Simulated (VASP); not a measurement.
# AlCo (rocksalt type) (Fm-3m) in VASP: further runs

Runs on AlCo (rocksalt type). Level: PBE. Tasks: single point.

All numbers are computed with VASP 6.6.1; they aren't measurements. Logs are shortened: lines on timing, memory, paths and dates and some standing lists are left out, and cuts for length are marked.

**1. The cell of the first run**

The structure is cubic, space group Fm-3m (No. 225). The conventional cell has a = 4.789 Å, b = 4.789 Å, c = 4.789 Å, α = 90.00°, β = 90.00°, γ = 90.00°. Within 3.2 Å of Co (site symmetry m-3m) lie 6 Al at 2.39 Å. Al (site symmetry m-3m) has 6 Co at 2.39 Å within 3.2 Å.

**2. Single point, PBE**

INCAR

```
PREC = Accurate
ENCUT = 520
EDIFF = 1E-6
ISMEAR = -1
SIGMA = 0.05
LREAL = False
LASPH = True
NELM = 100
ALGO = Normal
ISIF = 2
LWAVE = False
LCHARG = False
GGA = PE
NBANDS = 13
```

KPOINTS

```
regular mesh
0
Gamma
  15 15 15
```

POSCAR

```
AlCo
1.0
    0.0000000000      2.3943587315      2.3943587315
    2.3943587315      0.0000000000      2.3943587315
    2.3943587315      2.3943587315      0.0000000000
Co Al
1 1
Direct
    0.0000000000      0.0000000000      0.0000000000
    0.5000000000      0.5000000000      0.5000000000
```

Potentials or basis: VASP PAW PBE potentials, release 64 (Co, Al).

On the command line:

```console
$ cat potpaw_PBE.64/Co/POTCAR potpaw_PBE.64/Al/POTCAR > POTCAR
$ mpirun -np 1 vasp_std > vasp.out
```

OUTCAR:

```text
PREC = Accurate
   ENCUT = 520
   EDIFF = 1E-6
   ISMEAR = -1
   LREAL = False
   LASPH = True
   NELM = 100
   ISIF = 2
   GGA = PE

 ion  position               nearest neighbor table
   1  0.000  0.000  0.000-   2 2.39   2 2.39   2 2.39   2 2.39   2 2.39   2 2.39
   2  0.500  0.500  0.500-   1 2.39   1 2.39   1 2.39   1 2.39   1 2.39   1 2.39

  LATTYP: Found a face centered cubic cell.
 ALAT       =     4.7887174630

  Lattice vectors:

 A1 = (   0.0000000000,   2.3943587315,   2.3943587315)
 A2 = (   2.3943587315,   0.0000000000,   2.3943587315)
 A3 = (   2.3943587315,   2.3943587315,   0.0000000000)

Analysis of symmetry for initial positions (statically):
=====================================================================
 Subroutine PRICEL returns:
 Original cell was already a primitive cell.

 Routine SETGRP: Setting up the symmetry group for a
 face centered cubic supercell.

 Subroutine GETGRP returns: Found 48 space group operations
 (whereof 48 operations were pure point group operations)
 out of a pool of 48 trial point group operations.

The static configuration has the point symmetry O_h .

Analysis of symmetry for dynamics (positions and initial velocities):
=====================================================================
 Subroutine PRICEL returns:
 Original cell was already a primitive cell.

 Routine SETGRP: Setting up the symmetry group for a
 face centered cubic supercell.

 Subroutine GETGRP returns: Found 48 space group operations
 (whereof 48 operations were pure point group operations)
 out of a pool of 48 trial point group operations.

The dynamic configuration has the point symmetry O_h .

 Subroutine INISYM returns: Found 48 space group operations
 (whereof 48 operations are pure point group operations),
 and found     1 'primitive' translations

----------------------------------------------------------------------------------------

                                     Primitive cell

  volume of cell :      27.4535

  direct lattice vectors                    reciprocal lattice vectors
     0.000000000  2.394358732  2.394358732    -0.208824181  0.208824181  0.208824181
     2.394358732  0.000000000  2.394358732     0.208824181 -0.208824181  0.208824181
     2.394358732  2.394358732  0.000000000     0.208824181  0.208824181 -0.208824181

  length of vectors
     3.386134591  3.386134591  3.386134591     0.361694091  0.361694091  0.361694091

  position of ions in fractional coordinates (direct lattice)
     0.000000000  0.000000000  0.000000000
     0.500000000  0.500000000  0.500000000

  ion indices of the primitive-cell ions
   primitive index   ion index
                 1           1
                 2           2

----------------------------------------------------------------------------------------

 KPOINTS: regular mesh

Automatic generation of k-mesh.
 Grid dimensions read from file:
 generate k-points for:   15   15   15

 Generating k-lattice:

  Cartesian coordinates                     Fractional coordinates (reciprocal lattice)
    -0.013921612  0.013921612  0.013921612     0.066666667  0.000000000  0.000000000
     0.013921612 -0.013921612  0.013921612     0.000000000  0.066666667  0.000000000
     0.013921612  0.013921612 -0.013921612     0.000000000  0.000000000  0.066666667

  Length of vectors
     0.024112939  0.024112939  0.024112939

  Shift w.r.t. Gamma in fractional coordinates (k-lattice)
     0.000000000  0.000000000  0.000000000

 Subroutine IBZKPT returns following result:
 ===========================================

 Found    120 irreducible k-points:

 Following reciprocal coordinates:
            Coordinates               Weight
  0.000000  0.000000  0.000000      1.000000
  0.066667  0.000000  0.000000      8.000000
  0.133333  0.000000  0.000000      8.000000
  0.200000  0.000000  0.000000      8.000000
  0.266667  0.000000  0.000000      8.000000
  0.333333  0.000000  0.000000      8.000000
[... 16 lines left out ...]
  0.133333  0.133333  0.000000      6.000000
  0.200000  0.133333  0.000000     24.000000
 [... further k-points ...]
   k-points           NKPTS =    120   k-points in BZ     NKDIM =    120   number of bands    NBANDS=     13
   number of dos      NEDOS =    301   number of ions     NIONS =      2
   total plane-waves  NPLWV =  21952
   dimension x,y,z NGX =    28 NGY =   28 NGZ =   28
   dimension x,y,z NGXF=    56 NGYF=   56 NGZF=   56
   ions per type =               1   1
   NGX,Y,Z   is equivalent  to a cutoff of  13.75, 13.75, 13.75 a.u.
   NGXF,Y,Z  is equivalent  to a cutoff of  27.49, 27.49, 27.49 a.u.
 SYSTEM =  unknown system
   PREC   = accura    normal or accurate (medium, high low for compatibility)
   ISTART =      0    job   : 0-new  1-cont  2-samecut
   ICHARG =      2    charge: 1-file 2-atom 10-const
   ISPIN  =      1    spin polarized calculation?
   LNONCOLLINEAR =      F non collinear calculations
   LSORBIT =      F    spin-orbit coupling
   LASPH  =      T    aspherical Exc in radial PAW
   ENCUT  =  520.0 eV  38.22 Ry    6.18 a.u.   6.30  6.30  6.30*2*pi/ulx,y,z
   NELM   =    100;   NELMIN=  2; NELMDL= -5     # of ELM steps
   EDIFF  = 0.1E-05   stopping-criterion for ELM
   LREAL  =      F    real-space projection
[... 7 lines left out ...]
   TEBEG  =    0.0;   TEEND  =   0.0 temperature during run
   PSTRESS=    0.0 pullay stress
   NELECT =      12.0000    total number of electrons
   NUPDOWN=      -1.0000    fix difference up-down
   EMIN   =  10.00;   EMAX   =-10.00  energy-range for DOS
   EFERMI =   0.00;   METHOD = LEGACY
   ISMEAR =    -1;   SIGMA  =   0.05  broadening in eV -4-tet -1-fermi 0-gaus
   EFERMI_NEDOS =   21; number of points for ismear=-14 and -15
   IALGO  =     38    algorithm
   IMIX   =      4    mixing-type and parameters
     AMIX     =   0.40;   BMIX     =  1.00
     AMIX_MAG =   1.60;   BMIX_MAG =  1.00
  volume/ion in A,a.u.               =      13.73        92.63
  Fermi-wavevector in a.u.,A,eV,Ry     =   1.242423  2.347838 21.002144  1.543614
  Thomas-Fermi vector in A             =   2.376778
   LORBIT       =      0    0 simple, 1 ext, 2 COOP (PROOUT), +10 PAW based schemes
   GGA     = PE    functional components
   LHFCALC =     F    Hartree Fock is set to
   AEXX    =    0.0000 exact exchange contribution
   IVDW    =     0    specifies the selected vdW correction
   LEPSILON=     F    determine dielectric tensor
   LRPA    =     F    only Hartree local field effects (RPA)
 non-spin polarized calculation
  energy-cutoff  :      520.00
  volume of cell :       27.45
 maximum number of plane-waves:       751
 NGX is ok and might be reduce to    28
   NGX = 13   NGY = 13   NGZ = 13

 number of electron      12.0000004 magnetization

 Free energy of the ion-electron system (eV)
  ---------------------------------------------------
  ext. energy  EPLUGINS =         0.00000000
  ---------------------------------------------------
  free energy    TOTEN  =       -10.33786367 eV

  energy without entropy =      -10.32540460  energy(sigma->0) =      -10.33163413

 E-fermi :   8.2988     XC(G=0): -11.3768

 val. band max:        8.2859558417   @ k =  -0.4000   0.3333   0.0667
 cond. band min:       8.3028558987   @ k =  -0.3333   0.4667   0.2000
 fundamental gap:      0.0169000570
 Fermi energy:         8.2987903131

 k-point     1 :       0.0000    0.0000    0.0000
  band No.  band energies     occupation
      1      -1.4522      2.00000
      2       6.8938      2.00000
      3       6.8938      2.00000
      4       6.8938      2.00000
      5       7.0363      2.00000
      6       7.0363      2.00000
      7      15.5792      0.00000
      8      15.5792      0.00000
      9      15.5792      0.00000
     10      19.4782      0.00000
     11      19.4782      0.00000
     12      19.4782      0.00000
     13      20.0540      0.00000

 k-point     2 :       0.0667    0.0000    0.0000
  band No.  band energies     occupation
      1      -1.3630      2.00000
      2       6.8512      2.00000
      3       6.9083      2.00000
      4       6.9083      2.00000
      5       7.0244      2.00000
      6       7.0244      2.00000
      7      14.9659      0.00000
      8      15.5603      0.00000
      9      15.5603      0.00000
     10      18.8797      0.00000
     11      19.6114      0.00000
     12      19.6114      0.00000
     13      21.1672      0.00000

 k-point     3 :       0.1333    0.0000    0.0000
  band No.  band energies     occupation
      1      -1.0965      2.00000
      2       6.7211      2.00000
      3       6.8788      2.00000
      4       6.8788      2.00000
      5       7.0642      2.00000
      6       7.0642      2.00000
      7      13.5929      0.00000
      8      15.5158      0.00000
      9      15.5158      0.00000
     10      18.4725      0.00000
     11      19.8941      0.00000
     12      19.8941      0.00000
     13      21.6637      0.00000

 k-point     4 :       0.2000    0.0000    0.0000
  band No.  band energies     occupation
      1      -0.6566      2.00000
      2       6.4906      2.00000
      3       6.7746      2.00000
      4       6.7746      2.00000
      5       7.1931      2.00000
      6       7.1931      2.00000
      7      12.0530      0.00000
      8      15.4705      0.00000
      9      15.4705      0.00000
     10      18.1666      0.00000
     11      19.6497      0.00000
     12      19.6497      0.00000
     13      21.4413      0.00000

 k-point     5 :       0.2667    0.0000    0.0000
  band No.  band energies     occupation
      1      -0.0501      2.00000
      2       6.1202      2.00000
      3       6.6500      2.00000
      4       6.6500      2.00000
      5       7.3603      2.00000
      6       7.3603      2.00000
      7      10.6366      0.00000
      8      15.4441      0.00000
      9      15.4441      0.00000
     10      17.8669      0.00000
     11      18.8092      0.00000
     12      18.8092      0.00000
     13      22.1926      0.00000
[... 257 lines left out ...]
 k-point    22 :      -0.0667    0.0667    0.0000
  band No.  band energies     occupation
      1      -1.2148      2.00000
      2       6.7885      2.00000
      3       6.8883      2.00000
      4       6.9501      2.00000
      5       6.9556      2.00000
      6       7.0736      2.00000
      7      14.4895      0.00000
      8      14.7717      0.00000
      9      15.9251      0.00000
     10      18.6310      0.00000
     11      19.5950      0.00000
     12      19.9609      0.00000
     13      21.3499      0.00000

 k-point    23 :       0.1333    0.1333    0.0000
  band No.  band energies     occupation
      1      -0.9797      2.00000
      2       6.7167      2.00000
      3       6.7906      2.00000
      4       6.9840      2.00000
      5       6.9840      2.00000
      6       7.0989      2.00000
      7      14.3264      0.00000
      8      14.3264      0.00000
      9      15.3133      0.00000
     10      17.5040      0.00000
     11      19.0030      0.00000
     12      20.7956      0.00000
     13      20.7956      0.00000

 k-point    24 :       0.2000    0.1333    0.0000
  band No.  band energies     occupation
      1      -0.6589      2.00000
      2       6.5889      2.00000
      3       6.6526      2.00000
      4       6.9664      2.00000
      5       7.0671      2.00000
      6       7.1923      2.00000
      7      13.1995      0.00000
      8      13.9088      0.00000
      9      15.5705      0.00000
     10      17.3980      0.00000
     11      17.7292      0.00000
     12      21.0515      0.00000
     13      21.2399      0.00000

 [... further k-points ...]

------------------------ aborting loop because EDIFF is reached ----------------------------------------

  FORCE on cell =-STRESS in cart. coord.  units (eV):
  Direction    XX          YY          ZZ          XY          YZ          ZX
  --------------------------------------------------------------------------------------
  -------------------------------------------------------------------------------------
  Total       -0.0172542     -0.0172542     -0.0172542      0.0000000      0.0000000      0.0000000
  in kB       -1.0069524     -1.0069524     -1.0069524      0.0000000      0.0000000      0.0000000
  external PRESSURE =      -1.0069524 kB  Pullay stress =       0.0000000 kB

 VOLUME and BASIS-vectors are now :
 -----------------------------------------------------------------------------
  energy-cutoff  :      520.00
  volume of cell :       27.45
      direct lattice vectors                 reciprocal lattice vectors
     0.000000000  2.394358732  2.394358732    -0.208824181  0.208824181  0.208824181
     2.394358732  0.000000000  2.394358732     0.208824181 -0.208824181  0.208824181
     2.394358732  2.394358732  0.000000000     0.208824181  0.208824181 -0.208824181

 POSITION                                       TOTAL-FORCE (eV/Angst)
 -----------------------------------------------------------------------------------
      0.00000      0.00000      0.00000         0.000000      0.000000      0.000000
      2.39436      2.39436      2.39436        -0.000000     -0.000000     -0.000000
 -----------------------------------------------------------------------------------
    total drift:                               -0.000000     -0.000000      0.000000

  FREE ENERGIE OF THE ION-ELECTRON SYSTEM (eV)
  ---------------------------------------------------
  free  energy   TOTEN  =       -10.3378636734 eV

  energy  without entropy=      -10.3254045959  energy(sigma->0) =      -10.33163413
```

Wall time 78 s (1 thread of Intel Xeon 8259CL, shared host); peak memory 0.19 GiB.

What came out:

| Quantity | Value |
| --- | --- |
| Free energy | -10.3379 eV |
| Pressure | -0.1 GPa |
| Band gap on the k mesh | zero (bands 6 and 7 overlap by 0.10 eV) |

Caveat: the run has no spin polarisation, though such a crystal can be magnetic. Spin polarisation is off, so any magnetic state and its effect on volume and gap are missing.

**3. Single point, PBE (13.73 Å³/atom)**

INCAR

```
SYSTEM = AlCo
ALGO = Normal
EDIFF = 1E-6
ENCUT = 520
GGA = PE
ISIF = 2
ISMEAR = -1
LASPH = .True.
LCHARG = .False.
LREAL = .False.
LWAVE = .False.
NBANDS = 13
NELM = 80
PREC = Accurate
SIGMA = 0.05
```

KPOINTS

```
k-points
0
Gamma
  15 15 15
  0 0 0
```

POSCAR is that of step 2.

Potentials or basis: VASP PAW PBE potentials, release 64 (Co, Al).

On the command line:

```console
$ cat potpaw_PBE.64/Co/POTCAR potpaw_PBE.64/Al/POTCAR > POTCAR
$ mpirun -np 1 vasp_std > vasp.out
```

Run time: 70 s. Hardware: 1 thread of Intel Xeon 8259CL, shared host; peak memory 0.19 GiB.

Results (log left out):

| Quantity | Value |
| --- | --- |
| Free energy | -10.3379 eV |
| Pressure | -0.1 GPa |
| Band gap on the k mesh | zero (bands 6 and 7 overlap by 0.10 eV) |

Levels at points of the mesh, in eV from the Fermi level:
```csv
k point,band 4,band 5,band 6,band 7,band 8,band 9
"(0.00, 0.00, 0.00)",-1.40,-1.26,-1.26,7.28,7.28,7.28
```

Caveat: the run has no spin polarisation, though such a crystal can be magnetic.
